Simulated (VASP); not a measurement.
# Si2P3 (P-1) in VASP: single point with PBE

Aim: the single point of Si2P3 with PBE.

Everything below comes from runs of VASP 6.6.1. Logs are shortened: lines on timing, memory, paths and dates and some standing lists are left out, and cuts for length are marked.

## 1. The cell of the first run

The typed cell holds 10 atoms: a = 3.571 Å, b = 3.567 Å, c = 17.334 Å, α = 84.42°, β = 84.50°, γ = 61.06°.

## 2. Single point, PBE

Contents of INCAR:

```
SYSTEM = Si2P3
ALGO = Normal
EDIFF = 1E-6
ENCUT = 520
GGA = PE
ISIF = 2
ISMEAR = 0
LASPH = .True.
LCHARG = .False.
LREAL = .False.
LWAVE = .False.
NBANDS = 34
NELM = 60
PREC = Accurate
SIGMA = 0.1
```

Contents of KPOINTS:

```
k-points
0
Gamma
  6 6 2
  0 0 0
```

Contents of POSCAR:

```
Si2P3
1.0
    3.5280205651      0.5296861792      0.1588012376
    1.2407288151      3.3431555820      0.1026657037
    0.7556520200      0.9864036619     17.2891944972
Si P
4 6
Direct
    0.7765367222      0.7800547892      0.1676280374
    0.6260449497      0.6229806302      0.6329473824
    0.3739550503      0.3770193698      0.3670526176
    0.2234632778      0.2199452108      0.8323719626
    0.1295846579      0.1335725013      0.1103014301
    0.9893125071     -0.0136804240      0.5617127302
    0.0106874929      1.0136804240      0.4382872698
    0.8704153421      0.8664274987      0.8896985699
    0.7362810612      0.7386708080      0.2986443162
    0.2637189388      0.2613291920      0.7013556838
```

Potentials or basis: VASP PAW PBE potentials, release 64 (Si, P).

The run is started by

```console
$ cat potpaw_PBE.64/Si/POTCAR potpaw_PBE.64/P/POTCAR > POTCAR
$ mpirun -np 1 vasp_std > vasp.out
```

OUTCAR:

```text
SYSTEM = Si2P3
   EDIFF = 1E-6
   ENCUT = 520
   GGA = PE
   ISIF = 2
   ISMEAR = 0
   LASPH = .True.
   LREAL = .False.
   NELM = 60
   PREC = Accurate

 ion  position               nearest neighbor table
   1  0.777  0.780  0.168-   9 2.26   5 2.29   5 2.30   5 2.30
   2  0.626  0.623  0.633-  10 2.37  10 2.38   6 2.40   6 2.40  10 2.40   6 2.43
   3  0.374  0.377  0.367-   9 2.37   9 2.38   7 2.40   7 2.40   9 2.40   7 2.43
   4  0.223  0.220  0.832-  10 2.26   8 2.29   8 2.30   8 2.30
   5  0.130  0.134  0.110-   1 2.29   1 2.30   1 2.30
   6  0.989  0.986  0.562-   7 2.13   2 2.40   2 2.40   2 2.43
   7  0.011  0.014  0.438-   6 2.13   3 2.40   3 2.40   3 2.43
   8  0.870  0.866  0.890-   4 2.29   4 2.30   4 2.30
   9  0.736  0.739  0.299-   1 2.26   3 2.37   3 2.38   3 2.40
  10  0.264  0.261  0.701-   4 2.26   2 2.37   2 2.38   2 2.40

  LATTYP: Found a triclinic cell.
 ALAT       =     3.5674413078
 B/A-ratio  =     1.0010239767
 C/A-ratio  =     4.8645916139
 COS(alpha) =     0.0037186632
 COS(beta)  =     0.1084862142
 COS(gamma) =     0.4838778303

  Lattice vectors:

 A1 = (   1.2407288151,   3.3431555820,   0.1026657037)
 A2 = (   3.5280205651,   0.5296861792,   0.1588012376)
 A3 = (   0.4850767951,   2.3567519201, -17.1865287935)

Analysis of symmetry for initial positions (statically):
=====================================================================
 Subroutine PRICEL returns:
 Original cell was already a primitive cell.

 Routine SETGRP: Setting up the symmetry group for a
 triclinic supercell.

 Subroutine GETGRP returns: Found  2 space group operations
 (whereof  2 operations were pure point group operations)
 out of a pool of  2 trial point group operations.

The static configuration has the point symmetry S_2 .

Analysis of symmetry for dynamics (positions and initial velocities):
=====================================================================
 Subroutine PRICEL returns:
 Original cell was already a primitive cell.

 Routine SETGRP: Setting up the symmetry group for a
 triclinic supercell.

 Subroutine GETGRP returns: Found  2 space group operations
 (whereof  2 operations were pure point group operations)
 out of a pool of  2 trial point group operations.

The dynamic configuration has the point symmetry S_2 .

 Subroutine INISYM returns: Found  2 space group operations
 (whereof  2 operations are pure point group operations),
 and found     1 'primitive' translations

----------------------------------------------------------------------------------------

                                     Primitive cell

  volume of cell :     192.0358

  direct lattice vectors                    reciprocal lattice vectors
     3.528020565  0.529686179  0.158801238     0.300460599 -0.111300185 -0.006782083
     1.240728815  3.343155582  0.102665704    -0.046872533  0.317006669 -0.016037602
     0.755652020  0.986403662 17.289194497    -0.002481395 -0.000860139  0.057997122

  length of vectors
     3.571094285  3.567441308 17.333789214     0.320484476  0.320854277  0.058056552

  position of ions in fractional coordinates (direct lattice)
     0.776536722  0.780054789  0.167628037
     0.626044950  0.622980630  0.632947382
     0.373955050  0.377019370  0.367052618
     0.223463278  0.219945211  0.832371963
     0.129584658  0.133572501  0.110301430
     0.989312507  0.986319576  0.561712730
     0.010687493  0.013680424  0.438287270
     0.870415342  0.866427499  0.889698570
     0.736281061  0.738670808  0.298644316
     0.263718939  0.261329192  0.701355684

  ion indices of the primitive-cell ions
   primitive index   ion index
                 1           1
                 2           2
                 3           3
                 4           4
                 5           5
                 6           6
                 7           7
                 8           8
                 9           9
                10          10

----------------------------------------------------------------------------------------

 KPOINTS: k-points

Automatic generation of k-mesh.
 Grid dimensions read from file:
 generate k-points for:    6    6    2

 Generating k-lattice:

  Cartesian coordinates                     Fractional coordinates (reciprocal lattice)
     0.050076767 -0.018550031 -0.001130347     0.166666667  0.000000000 -0.000000000
    -0.007812089  0.052834445 -0.002672934    -0.000000000  0.166666667  0.000000000
    -0.001240697 -0.000430069  0.028998561     0.000000000  0.000000000  0.500000000

  Length of vectors
     0.053414079  0.053475713  0.029028276

  Shift w.r.t. Gamma in fractional coordinates (k-lattice)
     0.000000000  0.000000000  0.000000000

 Subroutine IBZKPT returns following result:
 ===========================================

 Found     40 irreducible k-points:

 Following reciprocal coordinates:
            Coordinates               Weight
  0.000000  0.000000  0.000000      1.000000
  0.166667 -0.000000 -0.000000      2.000000
  0.333333 -0.000000 -0.000000      2.000000
  0.500000  0.000000 -0.000000      1.000000
  0.000000  0.166667  0.000000      2.000000
  0.166667  0.166667  0.000000      2.000000
[... 16 lines left out ...]
  0.333333 -0.000000  0.500000      2.000000
  0.500000 -0.000000  0.500000      1.000000
 [... further k-points ...]
   k-points           NKPTS =     40   k-points in BZ     NKDIM =     40   number of bands    NBANDS=     34
   number of dos      NEDOS =    301   number of ions     NIONS =     10
   total plane-waves  NPLWV = 109760
   dimension x,y,z NGX =    28 NGY =   28 NGZ =  140
   dimension x,y,z NGXF=    56 NGYF=   56 NGZF=  280
   ions per type =               4   6
   NGX,Y,Z   is equivalent  to a cutoff of  13.03, 13.05, 13.43 a.u.
   NGXF,Y,Z  is equivalent  to a cutoff of  26.07, 26.10, 26.85 a.u.
 SYSTEM =  Si2P3
   PREC   = accura    normal or accurate (medium, high low for compatibility)
   ISTART =      0    job   : 0-new  1-cont  2-samecut
   ICHARG =      2    charge: 1-file 2-atom 10-const
   ISPIN  =      1    spin polarized calculation?
   LNONCOLLINEAR =      F non collinear calculations
   LSORBIT =      F    spin-orbit coupling
   LASPH  =      T    aspherical Exc in radial PAW
   ENCUT  =  520.0 eV  38.22 Ry    6.18 a.u.   6.64  6.63 32.23*2*pi/ulx,y,z
   NELM   =     60;   NELMIN=  2; NELMDL= -5     # of ELM steps
   EDIFF  = 0.1E-05   stopping-criterion for ELM
   LREAL  =      F    real-space projection
   EDIFFG = 0.1E-04   stopping-criterion for IOM
   NSW    =      0    number of steps for IOM
   IBRION =     -1    ionic relax: 0-MD 1-quasi-New 2-CG
   NFREE  =      0    steps in history (QN), initial steepest desc. (CG)
   ISIF   =      2    stress and relaxation
   ISYM   =      2    0-nonsym 1-usesym 2-fastsym
   POTIM  = 0.5000    time-step for ionic-motion
   TEBEG  =    0.0;   TEEND  =   0.0 temperature during run
   PSTRESS=    0.0 pullay stress
   NELECT =      46.0000    total number of electrons
   NUPDOWN=      -1.0000    fix difference up-down
   EMIN   =  10.00;   EMAX   =-10.00  energy-range for DOS
   EFERMI =   0.00;   METHOD = LEGACY
   ISMEAR =     0;   SIGMA  =   0.10  broadening in eV -4-tet -1-fermi 0-gaus
   EFERMI_NEDOS =   21; number of points for ismear=-14 and -15
   IALGO  =     38    algorithm
   IMIX   =      4    mixing-type and parameters
     AMIX     =   0.40;   BMIX     =  1.00
     AMIX_MAG =   1.60;   BMIX_MAG =  1.00
  volume/ion in A,a.u.               =      19.20       129.59
  Fermi-wavevector in a.u.,A,eV,Ry     =   1.016717  1.921316 14.064522  1.033713
  Thomas-Fermi vector in A             =   2.150076
   LORBIT       =      0    0 simple, 1 ext, 2 COOP (PROOUT), +10 PAW based schemes
   GGA     = PE    functional components
   LHFCALC =     F    Hartree Fock is set to
   AEXX    =    0.0000 exact exchange contribution
   IVDW    =     0    specifies the selected vdW correction
   LEPSILON=     F    determine dielectric tensor
   LRPA    =     F    only Hartree local field effects (RPA)
 non-spin polarized calculation
 Gauss-broadening in eV      SIGMA  =   0.10
  energy-cutoff  :      520.00
  volume of cell :      192.04
 maximum number of plane-waves:      5212
 NGX is ok and might be reduce to    28
   NGX = 13   NGY = 13   NGZ = 65

 number of electron      46.0000000 magnetization

 Free energy of the ion-electron system (eV)
  ---------------------------------------------------
  ext. energy  EPLUGINS =         0.00000000
  ---------------------------------------------------
  free energy    TOTEN  =       -54.68951644 eV

  energy without entropy =      -54.67631819  energy(sigma->0) =      -54.68291731

 E-fermi :   6.4397     XC(G=0):  -9.5890

 val. band max:        6.4309576473   @ k =   0.0000   0.3333   0.0000
 cond. band min:       6.4421647139   @ k =   0.3333  -0.0000   0.5000
 fundamental gap:      0.0112070666
 Fermi energy:         6.4397487545

 k-point     1 :       0.0000    0.0000    0.0000
  band No.  band energies     occupation
      1      -8.4440      2.00000
      2      -7.9211      2.00000
      3      -7.2895      2.00000
      4      -7.0229      2.00000
      5      -5.6683      2.00000
      6      -3.9694      2.00000
[... 26 lines left out ...]
     33       9.1676      0.00000
     34       9.3006      0.00000

 k-point     2 :       0.1667   -0.0000   -0.0000
  band No.  band energies     occupation
      1      -8.0994      2.00000
      2      -7.5589      2.00000
      3      -6.9510      2.00000
      4      -6.6681      2.00000
      5      -5.4297      2.00000
      6      -3.7507      2.00000
[... 26 lines left out ...]
     33      10.2334      0.00000
     34      10.3420      0.00000

 k-point     3 :       0.3333   -0.0000   -0.0000
  band No.  band energies     occupation
      1      -7.1436      2.00000
      2      -6.5260      2.00000
      3      -6.0329      2.00000
      4      -5.6675      2.00000
      5      -4.9070      2.00000
      6      -3.4722      2.00000
[... 26 lines left out ...]
     33      10.7289      0.00000
     34      10.7509      0.00000

 k-point     4 :       0.5000    0.0000   -0.0000
  band No.  band energies     occupation
      1      -6.2538      2.00000
      2      -5.4521      2.00000
      3      -5.3638      2.00000
      4      -4.7043      2.00000
      5      -4.6972      2.00000
      6      -4.1056      2.00000
[... 26 lines left out ...]
     33      10.2433      0.00000
     34      10.7667      0.00000

 k-point     5 :       0.0000    0.1667    0.0000
  band No.  band energies     occupation
      1      -8.0986      2.00000
      2      -7.5582      2.00000
      3      -6.9501      2.00000
      4      -6.6674      2.00000
      5      -5.4291      2.00000
      6      -3.7502      2.00000
[... 621 lines left out ...]
 k-point    22 :       0.1667    0.0000    0.5000
  band No.  band energies     occupation
      1      -8.0987      2.00000
      2      -7.5649      2.00000
      3      -6.9130      2.00000
      4      -6.7086      2.00000
      5      -5.4147      2.00000
      6      -3.7681      2.00000
[... 26 lines left out ...]
     33      10.2071      0.00000
     34      10.4470      0.00000

 k-point    23 :       0.3333   -0.0000    0.5000
  band No.  band energies     occupation
      1      -7.1431      2.00000
      2      -6.5315      2.00000
      3      -6.0083      2.00000
      4      -5.6964      2.00000
      5      -4.8940      2.00000
      6      -3.4774      2.00000
[... 26 lines left out ...]
     33      10.4647      0.00000
     34      10.7923      0.00000

 k-point    24 :       0.5000   -0.0000    0.5000
  band No.  band energies     occupation
      1      -6.2537      2.00000
      2      -5.4609      2.00000
      3      -5.3523      2.00000
      4      -4.7323      2.00000
      5      -4.6723      2.00000
      6      -4.1057      2.00000
[... 26 lines left out ...]
     33      10.2916      0.00000
     34      10.8964      0.00000

 [... further k-points ...]

------------------------ aborting loop because EDIFF is reached ----------------------------------------

  FORCE on cell =-STRESS in cart. coord.  units (eV):
  Direction    XX          YY          ZZ          XY          YZ          ZX
  --------------------------------------------------------------------------------------
  -------------------------------------------------------------------------------------
  Total       -0.1965797     -0.1805307     -0.2201172     -0.0103107     -0.0386498     -0.0324017
  in kB       -1.6400877     -1.5061887     -1.8364632     -0.0860232     -0.3224596     -0.2703315
  external PRESSURE =      -1.6609132 kB  Pullay stress =       0.0000000 kB

 VOLUME and BASIS-vectors are now :
 -----------------------------------------------------------------------------
  energy-cutoff  :      520.00
  volume of cell :      192.04
      direct lattice vectors                 reciprocal lattice vectors
     3.528020565  0.529686179  0.158801238     0.300460599 -0.111300185 -0.006782083
     1.240728815  3.343155582  0.102665704    -0.046872533  0.317006669 -0.016037602
     0.755652020  0.986403662 17.289194497    -0.002481395 -0.000860139  0.057997122

 POSITION                                       TOTAL-FORCE (eV/Angst)
 -----------------------------------------------------------------------------------
      3.83414      3.18451      3.10155         0.002527      0.003518     -0.007465
      3.45994      3.03867     11.10653        -0.004193     -0.002719      0.009933
      2.06446      1.82058      6.44414         0.004193      0.002719     -0.009933
      1.69026      1.67473     14.44911        -0.002527     -0.003518      0.007465
      0.70625      0.62399      1.94131        -0.000339     -0.001890      0.027245
      5.13853      4.37552      9.96993         0.008288      0.007932     -0.046772
      0.38587      0.48372      7.58074        -0.008288     -0.007932      0.046772
      4.81815      4.23525     15.60935         0.000339      0.001890     -0.027245
      3.73978      3.15407      5.35608         0.002095      0.003999     -0.000160
      1.78463      1.70517     12.19458        -0.002095     -0.003999      0.000160
 -----------------------------------------------------------------------------------
    total drift:                                0.000000      0.000000      0.000000

  FREE ENERGIE OF THE ION-ELECTRON SYSTEM (eV)
  ---------------------------------------------------
  free  energy   TOTEN  =       -54.6895164388 eV

  energy  without entropy=      -54.6763181872  energy(sigma->0) =      -54.68291731
```

Wall time 3.7 min (1 thread of Oxide Virtual Turin-like, shared host); peak memory 0.39 GiB.

What came out:

```
Free energy            : -54.6895 eV
Pressure               : -0.2 GPa
Largest force          : 0.048 eV/Å
Band gap on the k mesh : zero (bands 23 and 24 overlap by 0.39 eV)
```

Forces on the atoms (eV/Å):
```
Si   0.003  0.004 -0.007
Si  -0.004 -0.003  0.010
Si   0.004  0.003 -0.010
Si  -0.003 -0.004  0.007
P    0.000 -0.002  0.027
P    0.008  0.008 -0.047
P   -0.008 -0.008  0.047
P    0.000  0.002 -0.027
P    0.002  0.004  0.000
P   -0.002 -0.004  0.000
```

Levels at points of the mesh, in eV from the Fermi level:
```csv
k point,band 20,band 21,band 22,band 23,band 24,band 25,band 26,band 27
"(0.00, 0.00, 0.00)",-1.21,-1.18,-0.73,-0.56,1.54,1.64,1.76,1.77
"(0.50, 0.00, 0.00)",-2.58,-2.34,-1.27,-0.22,-0.14,0.26,0.58,0.71
"(0.00, 0.50, 0.00)",-2.59,-2.33,-1.29,-0.22,-0.17,0.25,0.57,0.70
"(0.50, 0.50, 0.00)",-2.65,-2.23,-1.49,-0.52,-0.27,-0.09,0.33,0.48
"(0.00, 0.00, 0.50)",-1.20,-1.18,-0.72,-0.56,1.38,1.60,1.71,1.77
"(0.50, 0.00, 0.50)",-2.69,-2.27,-1.27,-0.29,-0.12,0.29,0.59,0.75
"(0.00, 0.50, 0.50)",-2.67,-2.28,-1.29,-0.30,-0.15,0.28,0.57,0.73
"(0.50, 0.50, 0.50)",-2.57,-2.28,-1.49,-0.45,-0.27,-0.13,0.31,0.45
```
